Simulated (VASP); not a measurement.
# MgO (rocksalt type): single point with PBE

Crystal: MgO (rocksalt type).

```
CELL_PARAMETERS angstrom
0.00000 2.12694 2.12694
2.12694 0.00000 2.12694
2.12694 2.12694 0.00000
ATOMIC_POSITIONS crystal
Mg 0.00000 0.00000 0.00000
O 0.50000 0.50000 0.50000
```

* Program: VASP 6.6.1
* Task: single point
* Functional: PBE
* Potentials or basis: VASP PAW PBE potentials, release 64 (Mg, O)
* Cutoff: 520 eV
* k mesh: 15 × 15 × 15
* Occupations: fermi-dirac, width 0.08 eV
* Spin: no spin polarisation

* Pressure: -0.8 GPa
* Band gap on the k mesh: 4.44 eV, direct

Levels at points of the mesh, in eV from the valence-band top:
```
           k point  band 2  band 3  band 4  band 5  band 6  band 7
(0.00, 0.00, 0.00)    0.00    0.00    0.00    4.44   15.63   15.63
```

It took 7.7 s on 1 thread of Intel(R) Xeon(R) 6975P-C (Granite Rapids), with other jobs on the host, peak memory 0.15 GiB.

A k mesh can miss the band edges. As with any semilocal functional, this PBE gap is likely too small.
